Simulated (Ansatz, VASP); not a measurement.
Two plane-wave programs on Si

```
CELL_PARAMETERS angstrom
0.00000 1.88832 1.88832
1.88832 0.00000 1.88832
1.88832 1.88832 0.00000
ATOMIC_POSITIONS crystal
Si 0.00000 0.00000 0.00000
```

Alike in both runs: task single point; functional PBEsol; k mesh 16 × 16 × 16; occupations fermi-dirac, width 0.1 eV; no spin polarisation.

|  | VASP | Ansatz |
| --- | --- | --- |
| version | VASP 6.6.1 | Ansatz 0.2.0 |
| potentials or method | VASP PAW PBE potentials, release 64 (Si), cutoff 520 eV | plane waves (420 eV) with PAW, scalar-relativistic |
| valence electrons in the cell | 4 | 4 |

|  | VASP | Ansatz | Ansatz less VASP |
| --- | --- | --- | --- |
| pressure (GPa) | 4.7 | 4.5 | -0.16 |

VASP's potentials were made for PBE, not for PBEsol, and Ansatz warns of the same on its side.
